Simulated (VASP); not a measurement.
# O (P4/mmm) in VASP: notebook

The runs below take O through single point, with r2SCAN+D3(BJ).

Everything below comes from runs of VASP 6.6.1. Logs are shortened: lines on timing, memory, paths and dates and some standing lists are left out, and cuts for length are marked.

## (1) The cell of the first run

Symmetry: P4/mmm, No. 123, tetragonal system. Conventional cell: a = 1.760 Å, b = 1.760 Å, c = 3.026 Å, α = 90.00°, β = 90.00°, γ = 90.00°. O (site symmetry 4/mmm) has 4 O at 1.76 Å within 2.3 Å.

## (2) Single point, r2SCAN+D3(BJ)

Input file POSCAR:

```
O
1.0
    1.7596645681      0.0000000000      0.0000000000
    0.0000000000      1.7596645681      0.0000000000
    0.0000000000      0.0000000000      3.0256669106
O
1
Direct
    0.0000000000      0.0000000000      0.0000000000
```

Input file INCAR.step1:

```
  ALGO = Normal
  EDIFF = 1E-4
  ENCUT = 520
  GGA = PE
  ISMEAR = 1
  LASPH = T
  LCHARG = F
  LREAL = F
  LWAVE = T
  NBANDS = 9
  NELM = 100
  PREC = Accurate
  SIGMA = 0.02
```

Input file INCAR.step2:

```
  ALGO = Normal
  EDIFF = 1E-6
  ENCUT = 520
  ISIF = 2
  ISMEAR = 1
  ISTART = 1
  IVDW = 12
  LASPH = T
  LCHARG = F
  LMIXTAU = T
  LREAL = F
  LWAVE = F
  METAGGA = R2SCAN
  NBANDS = 9
  NELM = 100
  PREC = Accurate
  SIGMA = 0.02
  VDW_A1 = 0.49484001
  VDW_A2 = 5.73083694
  VDW_S6 = 1.0
  VDW_S8 = 0.78981345
```

Input file KPOINTS:

```
k-points
0
Gamma
  16 16 9
```

Potentials or basis: VASP PAW PBE potentials, release 64 (O).

The run is started by

```console
cat potpaw_PBE.64/O/POTCAR > POTCAR
cp INCAR.step1 INCAR
mpirun -np 1 vasp_std > vasp.out
cp INCAR.step2 INCAR
mpirun -np 1 vasp_std > vasp.out
```

OUTCAR:

```text
EDIFF = 1E-6
   ENCUT = 520
   ISIF = 2
   ISMEAR = 1
   ISTART = 1
   IVDW = 12
   LASPH = T
   LREAL = F
   METAGGA = R2SCAN
   NELM = 100
   PREC = Accurate
 IVDW          = 12

 ion  position               nearest neighbor table
   1  0.000  0.000  0.000-

  LATTYP: Found a simple tetragonal cell.
 ALAT       =     1.7596645681
 C/A-ratio  =     1.7194566314

  Lattice vectors:

 A1 = (   1.7596645681,   0.0000000000,   0.0000000000)
 A2 = (   0.0000000000,   1.7596645681,   0.0000000000)
 A3 = (   0.0000000000,   0.0000000000,   3.0256669106)

Analysis of symmetry for initial positions (statically):
=====================================================================
 Subroutine PRICEL returns:
 Original cell was already a primitive cell.

 Routine SETGRP: Setting up the symmetry group for a
 simple tetragonal supercell.

 Subroutine GETGRP returns: Found 16 space group operations
 (whereof 16 operations were pure point group operations)
 out of a pool of 16 trial point group operations.

The static configuration has the point symmetry D_4h.

Analysis of symmetry for dynamics (positions and initial velocities):
=====================================================================
 Subroutine PRICEL returns:
 Original cell was already a primitive cell.

 Routine SETGRP: Setting up the symmetry group for a
 simple tetragonal supercell.

 Subroutine GETGRP returns: Found 16 space group operations
 (whereof 16 operations were pure point group operations)
 out of a pool of 16 trial point group operations.

The dynamic configuration has the point symmetry D_4h.

 Subroutine INISYM returns: Found 16 space group operations
 (whereof 16 operations are pure point group operations),
 and found     1 'primitive' translations

----------------------------------------------------------------------------------------

                                     Primitive cell

  volume of cell :       9.3687

  direct lattice vectors                    reciprocal lattice vectors
     1.759664568  0.000000000  0.000000000     0.568290126  0.000000000  0.000000000
     0.000000000  1.759664568  0.000000000     0.000000000  0.568290126  0.000000000
     0.000000000  0.000000000  3.025666911     0.000000000  0.000000000  0.330505647

  length of vectors
     1.759664568  1.759664568  3.025666911     0.568290126  0.568290126  0.330505647

  position of ions in fractional coordinates (direct lattice)
     0.000000000  0.000000000  0.000000000

  ion indices of the primitive-cell ions
   primitive index   ion index
                 1           1

----------------------------------------------------------------------------------------

 KPOINTS: k-points

Automatic generation of k-mesh.
 Grid dimensions read from file:
 generate k-points for:   16   16    9

 Generating k-lattice:

  Cartesian coordinates                     Fractional coordinates (reciprocal lattice)
     0.035518133  0.000000000  0.000000000     0.062500000  0.000000000  0.000000000
     0.000000000  0.035518133  0.000000000     0.000000000  0.062500000  0.000000000
     0.000000000  0.000000000  0.036722850     0.000000000  0.000000000  0.111111111

  Length of vectors
     0.035518133  0.035518133  0.036722850

  Shift w.r.t. Gamma in fractional coordinates (k-lattice)
     0.000000000  0.000000000  0.000000000

 Subroutine IBZKPT returns following result:
 ===========================================

 Found    225 irreducible k-points:

 Following reciprocal coordinates:
            Coordinates               Weight
  0.000000  0.000000  0.000000      1.000000
  0.062500  0.000000  0.000000      4.000000
  0.125000  0.000000  0.000000      4.000000
  0.187500  0.000000  0.000000      4.000000
  0.250000  0.000000  0.000000      4.000000
  0.312500  0.000000  0.000000      4.000000
[... 16 lines left out ...]
  0.437500  0.125000  0.000000      8.000000
  0.500000  0.125000  0.000000      4.000000
 [... further k-points ...]
   k-points           NKPTS =    225   k-points in BZ     NKDIM =    225   number of bands    NBANDS=      9
   number of dos      NEDOS =    301   number of ions     NIONS =      1
   total plane-waves  NPLWV =   4704
   dimension x,y,z NGX =    14 NGY =   14 NGZ =   24
   dimension x,y,z NGXF=    28 NGYF=   28 NGZF=   48
   ions per type =               1
   NGX,Y,Z   is equivalent  to a cutoff of  13.23, 13.23, 13.19 a.u.
   NGXF,Y,Z  is equivalent  to a cutoff of  26.45, 26.45, 26.37 a.u.
 SYSTEM =  unknown system
   PREC   = accura    normal or accurate (medium, high low for compatibility)
   ISTART =      1    job   : 0-new  1-cont  2-samecut
   ICHARG =      0    charge: 1-file 2-atom 10-const
   ISPIN  =      1    spin polarized calculation?
   LNONCOLLINEAR =      F non collinear calculations
   LSORBIT =      F    spin-orbit coupling
   LASPH  =      T    aspherical Exc in radial PAW
   ENCUT  =  520.0 eV  38.22 Ry    6.18 a.u.   3.27  3.27  5.63*2*pi/ulx,y,z
   NELM   =    100;   NELMIN=  2; NELMDL=  0     # of ELM steps
   EDIFF  = 0.1E-05   stopping-criterion for ELM
   LREAL  =      F    real-space projection
   EDIFFG = 0.1E-04   stopping-criterion for IOM
   NSW    =      0    number of steps for IOM
   IBRION =     -1    ionic relax: 0-MD 1-quasi-New 2-CG
   NFREE  =      0    steps in history (QN), initial steepest desc. (CG)
   ISIF   =      2    stress and relaxation
   ISYM   =      2    0-nonsym 1-usesym 2-fastsym
   POTIM  = 0.5000    time-step for ionic-motion
   TEBEG  =    0.0;   TEEND  =   0.0 temperature during run
   PSTRESS=    0.0 pullay stress
   NELECT =       6.0000    total number of electrons
   NUPDOWN=      -1.0000    fix difference up-down
   EMIN   =  10.00;   EMAX   =-10.00  energy-range for DOS
   EFERMI =   0.00;   METHOD = LEGACY
   ISMEAR =     1;   SIGMA  =   0.02  broadening in eV -4-tet -1-fermi 0-gaus
   EFERMI_NEDOS =   21; number of points for ismear=-14 and -15
   IALGO  =     38    algorithm
   IMIX   =      4    mixing-type and parameters
     AMIX     =   0.40;   BMIX     =  1.00
     AMIX_MAG =   1.60;   BMIX_MAG =  1.00
  volume/ion in A,a.u.               =       9.37        63.22
  Fermi-wavevector in a.u.,A,eV,Ry     =   1.411123  2.666636 27.092857  1.991269
  Thomas-Fermi vector in A             =   2.533007
   LORBIT       =      0    0 simple, 1 ext, 2 COOP (PROOUT), +10 PAW based schemes
   METAGGA = R2SCAN    functional components
   LHFCALC =     F    Hartree Fock is set to
   AEXX    =    0.0000 exact exchange contribution
   IVDW    =    12    specifies the selected vdW correction
   LEPSILON=     F    determine dielectric tensor
   LRPA    =     F    only Hartree local field effects (RPA)
 non-spin polarized calculation
 Methfessel and Paxton  Order N= 1 SIGMA  =   0.02
  energy-cutoff  :      520.00
  volume of cell :        9.37
 maximum number of plane-waves:       271
 NGX is ok and might be reduce to    14
   NGX =  7   NGY =  7   NGZ = 11

 number of electron       6.0000003 magnetization

 Free energy of the ion-electron system (eV)
  ---------------------------------------------------
  ext. energy  EPLUGINS =         0.00000000
  ---------------------------------------------------
  free energy    TOTEN  =        -4.14197578 eV

  energy without entropy =       -4.14199072  energy(sigma->0) =       -4.14198076

 E-fermi :   0.5441     XC(G=0): -11.2161

 val. band max:        0.5368352606   @ k =   0.1875   0.0625   0.2222
 cond. band min:       0.5597646397   @ k =   0.1875   0.0625   0.3333
 fundamental gap:      0.0229293790
 Fermi energy:         0.5440728080

 k-point     1 :       0.0000    0.0000    0.0000
  band No.  band energies     occupation
      1     -23.9358      2.00000
      2      -4.5262      2.00000
      3       4.7814      0.00000
      4       4.7814      0.00000
      5       9.5115      0.00000
      6      30.3933      0.00000
      7      32.5281      0.00000
      8      36.3318      0.00000
      9      54.9744      0.00000

 k-point     2 :       0.0625    0.0000    0.0000
  band No.  band energies     occupation
      1     -23.7952      2.00000
      2      -4.4143      2.00000
      3       4.2031      0.00000
      4       4.8384      0.00000
      5       9.6962      0.00000
      6      30.2644      0.00000
      7      32.7065      0.00000
      8      36.6917      0.00000
      9      51.9249      0.00000

 k-point     3 :       0.1250    0.0000    0.0000
  band No.  band energies     occupation
      1     -23.3777      2.00000
      2      -4.0870      2.00000
      3       2.6330      0.00000
      4       5.0022      0.00000
      5      10.2439      0.00000
      6      29.8344      0.00000
      7      33.0999      0.00000
      8      37.4556      0.00000
      9      48.3039      0.00000

 k-point     4 :       0.1875    0.0000    0.0000
  band No.  band energies     occupation
      1     -22.6939      2.00000
      2      -3.5711      2.00000
      3       0.4307      2.00000
      4       5.2538      0.00000
      5      11.1474      0.00000
      6      29.0066      0.00000
      7      33.3438      0.00000
      8      37.6431      0.00000
      9      46.0322      0.00000
[... 205 lines left out ...]
 k-point    22 :       0.3750    0.1250    0.0000
  band No.  band energies     occupation
      1     -18.9132      2.00000
      2      -6.4207      2.00000
      3      -1.1634      2.00000
      4       4.4104      0.00000
      5      16.6205      0.00000
      6      25.4228      0.00000
      7      27.2341      0.00000
      8      36.7098      0.00000
      9      41.3895      0.00000

 k-point    23 :       0.4375    0.1250    0.0000
  band No.  band energies     occupation
      1     -17.8578      2.00000
      2      -8.1302      2.00000
      3      -0.6944      2.00000
      4       4.6614      0.00000
      5      18.8592      0.00000
      6      24.2768      0.00000
      7      24.4617      0.00000
      8      36.5239      0.00000
      9      41.2797      0.00000

 k-point    24 :       0.5000    0.1250    0.0000
  band No.  band energies     occupation
      1     -17.3984      2.00000
      2      -8.8119      2.00000
      3      -0.5218      2.00000
      4       4.7516      0.00000
      5      21.0594      0.00000
      6      21.8200      0.00000
      7      24.1085      0.00000
      8      36.4502      0.00000
      9      41.2746      0.00000

 [... further k-points ...]

------------------------ aborting loop because EDIFF is reached ----------------------------------------

 Edisp (eV)   -0.04085

 E8    (eV) :    -0.0070

  FORCE on cell =-STRESS in cart. coord.  units (eV):
  Direction    XX          YY          ZZ          XY          YZ          ZX
  --------------------------------------------------------------------------------------
  -------------------------------------------------------------------------------------
  Total       0.44322     0.44322    -0.01024     0.00000     0.00000     0.00000
  in kB      75.79681    75.79681    -1.75036     0.00000     0.00000     0.00000
  external pressure =       49.95 kB  Pullay stress =        0.00 kB

 VOLUME and BASIS-vectors are now :
 -----------------------------------------------------------------------------
  energy-cutoff  :      520.00
  volume of cell :        9.37
      direct lattice vectors                 reciprocal lattice vectors
     1.759664568  0.000000000  0.000000000     0.568290126  0.000000000  0.000000000
     0.000000000  1.759664568  0.000000000     0.000000000  0.568290126  0.000000000
     0.000000000  0.000000000  3.025666911     0.000000000  0.000000000  0.330505647

 POSITION                                       TOTAL-FORCE (eV/Angst)
 -----------------------------------------------------------------------------------
      0.00000      0.00000      0.00000         0.000000      0.000000      0.000000
 -----------------------------------------------------------------------------------
    total drift:                               -0.000000     -0.000000      0.000000

  FREE ENERGIE OF THE ION-ELECTRON SYSTEM (eV)
  ---------------------------------------------------
  free  energy   TOTEN  =        -4.1828213273 eV

  energy  without entropy=       -4.1828362709  energy(sigma->0) =       -4.18282631
```

Wall time 52 s (1 thread of Intel Xeon Platinum 8124M at 3.00GHz (Skylake/Cascade Lake), shared host); peak memory 0.13 GiB.

What came out:

- Free energy: -4.1828 eV
- Pressure: 5.0 GPa
- Band gap on the k mesh: zero (band 3 reaches 4.80 eV, above the bottom of band 4 at -1.06 eV)
- Dispersion energy per atom: -0.041 eV

Stress tensor (GPa, compression positive):
```
 7.58  0.00  0.00
 0.00  7.58  0.00
 0.00  0.00 -0.18
```

Caveat: three body term missing; the PAW data sets were made with another functional, which shifts forces and pressure a little; pairwise dispersion overbinds metals, which lowers pressure and volume.

## (3) Single point, r2SCAN+D3(BJ)

This run uses another cell than the first one, of 9.63 Å³/atom, 1.027 times its volume.

Input file POSCAR:

```
O
1.0
    1.7755900000      0.0000000000      0.0000000000
    0.0000000000      1.7755900000      0.0000000000
    0.0000000000      0.0000000000      3.0530500000
O
1
Direct
    0.0000000000      0.0000000000      0.0000000000
```

Input file INCAR.step1:

```
SYSTEM = O
PREC = Accurate
ENCUT = 520
ISMEAR = 1
SIGMA = 0.02
LREAL = .False.
LASPH = .True.
NELM = 80
NBANDS = 9
GGA = PE
ALGO = Normal
EDIFF = 1E-4
LWAVE = .True.
LCHARG = .False.
```

Input file INCAR.step2:

```
SYSTEM = O
PREC = Accurate
ENCUT = 520
EDIFF = 1E-6
ISMEAR = 1
SIGMA = 0.02
LREAL = .False.
LASPH = .True.
NELM = 80
ALGO = Normal
ISIF = 2
LWAVE = .False.
LCHARG = .True.
METAGGA = R2SCAN
LMIXTAU = .True.
IVDW = 12
VDW_S6 = 1.0
VDW_S8 = 0.78981345
VDW_A1 = 0.49484001
VDW_A2 = 5.73083694
LELF = .True.
LVHAR = .True.
NBANDS = 9
ISTART = 1
```

Input file KPOINTS:

```
regular mesh
0
Gamma
  16 16 9
  0 0 0
```

Potentials or basis: VASP PAW PBE potentials, release 64 (O).

The run is started by

```console
cat potpaw_PBE.64/O/POTCAR > POTCAR
cp INCAR.step1 INCAR
mpirun -np 1 vasp_std > vasp.out
cp INCAR.step2 INCAR
mpirun -np 1 vasp_std > vasp.out
```

OUTCAR:

```text
SYSTEM = O
   PREC = Accurate
   ENCUT = 520
   EDIFF = 1E-6
   ISMEAR = 1
   LREAL = .False.
   LASPH = .True.
   NELM = 80
   ISIF = 2
   METAGGA = R2SCAN
   IVDW = 12
   ISTART = 1
 IVDW          = 12

 ion  position               nearest neighbor table
   1  0.000  0.000  0.000-

  LATTYP: Found a simple tetragonal cell.
 ALAT       =     1.7755900000
 C/A-ratio  =     1.7194566313

  Lattice vectors:

 A1 = (   1.7755900000,   0.0000000000,   0.0000000000)
 A2 = (   0.0000000000,   1.7755900000,   0.0000000000)
 A3 = (   0.0000000000,   0.0000000000,   3.0530500000)

Analysis of symmetry for initial positions (statically):
=====================================================================
 Subroutine PRICEL returns:
 Original cell was already a primitive cell.

 Routine SETGRP: Setting up the symmetry group for a
 simple tetragonal supercell.

 Subroutine GETGRP returns: Found 16 space group operations
[... 163 lines left out ...]

 E-fermi :   0.2082     XC(G=0): -11.0640

 val. band max:        0.2018760432   @ k =   0.1875   0.0625   0.2222
 cond. band min:       0.2240348369   @ k =   0.1875   0.0625   0.3333
 fundamental gap:      0.0221587937
 Fermi energy:         0.2082453463

 k-point     1 :       0.0000    0.0000    0.0000
  band No.  band energies     occupation
      1     -23.9214      2.00000
      2      -4.6539      2.00000
      3       4.3257      0.00000
      4       4.3257      0.00000
      5       9.2446      0.00000
      6      29.6296      0.00000
      7      31.6661      0.00000
      8      35.7023      0.00000
      9      53.9312      0.00000
[... 265 lines left out ...]
 k-point    24 :       0.5000    0.1250    0.0000
  band No.  band energies     occupation
      1     -17.6333      2.00000
      2      -8.8344      2.00000
      3      -0.7911      2.00000
      4       4.2766      0.00000
      5      20.5962      0.00000
      6      21.3439      0.00000
      7      23.6855      0.00000
      8      35.7296      0.00000
      9      40.3775      0.00000

 [... further k-points ...]

------------------------ aborting loop because EDIFF is reached ----------------------------------------

 Edisp (eV)   -0.04081

 E8    (eV) :    -0.0070

  FORCE on cell =-STRESS in cart. coord.  units (eV):
  Direction    XX          YY          ZZ          XY          YZ          ZX
  --------------------------------------------------------------------------------------
  -------------------------------------------------------------------------------------
  Total       0.02427     0.02427    -0.02910     0.00000    -0.00000    -0.00000
  in kB       4.03993     4.03993    -4.84320     0.00000    -0.00000    -0.00000
  external pressure =        1.08 kB  Pullay stress =        0.00 kB

 VOLUME and BASIS-vectors are now :
 -----------------------------------------------------------------------------
  energy-cutoff  :      520.00
  volume of cell :        9.63
      direct lattice vectors                 reciprocal lattice vectors
     1.775590000  0.000000000  0.000000000     0.563193079  0.000000000  0.000000000
     0.000000000  1.775590000  0.000000000     0.000000000  0.563193079  0.000000000
     0.000000000  0.000000000  3.053050000     0.000000000  0.000000000  0.327541311

 POSITION                                       TOTAL-FORCE (eV/Angst)
 -----------------------------------------------------------------------------------
      0.00000      0.00000      0.00000         0.000000      0.000000      0.000000
 -----------------------------------------------------------------------------------
    total drift:                               -0.000000     -0.000000      0.000000

  FREE ENERGIE OF THE ION-ELECTRON SYSTEM (eV)
  ---------------------------------------------------
  free  energy   TOTEN  =        -4.1874128979 eV

  energy  without entropy=       -4.1874427368  energy(sigma->0) =       -4.18742284
```

OUTCAR.step1:

```text
SYSTEM = O
   PREC = Accurate
   ENCUT = 520
   ISMEAR = 1
   LREAL = .False.
   LASPH = .True.
[... 506 lines left out ...]
 POSITION                                       TOTAL-FORCE (eV/Angst)
 -----------------------------------------------------------------------------------
      0.00000      0.00000      0.00000         0.000000      0.000000      0.000000
 -----------------------------------------------------------------------------------
    total drift:                               -0.000000     -0.000000      0.000000

  FREE ENERGIE OF THE ION-ELECTRON SYSTEM (eV)
  ---------------------------------------------------
  free  energy   TOTEN  =        -3.3654310345 eV

  energy  without entropy=       -3.3654523471  energy(sigma->0) =       -3.36543814
```

It took 52 s on 1 thread of Intel Xeon Platinum 8124M at 3.00GHz (Skylake/Cascade Lake), shared host; peak memory 0.13 GiB.

Results:

```yaml
Free_energy: -4.1874 eV
Pressure: 0.1 GPa
Band_gap_on_the_k_mesh: zero (band 3 reaches 4.34 eV, above the bottom of band 4 at -1.29 eV)
Dispersion_energy_per_atom: -0.041 eV
```

Levels at points of the mesh, in eV from the Fermi level:
| k point | band 1 | band 2 | band 3 | band 4 | band 5 | band 6 | band 7 |
| --- | --- | --- | --- | --- | --- | --- | --- |
| (0.00, 0.00, 0.00) | -24.13 | -4.86 | 4.12 | 4.12 | 9.04 | 29.42 | 31.46 |
| (0.50, 0.00, 0.00) | -18.34 | -9.48 | -1.33 | 5.68 | 19.97 | 20.43 | 22.73 |
| (0.50, 0.50, 0.00) | -12.96 | -5.77 | -5.77 | 1.27 | 18.07 | 31.54 | 31.54 |

Caveat: three body term missing; the PAW data sets were made with another functional, which shifts forces and pressure a little; pairwise dispersion overbinds metals, which lowers pressure and volume.

(Continued in part 2 of 2.)
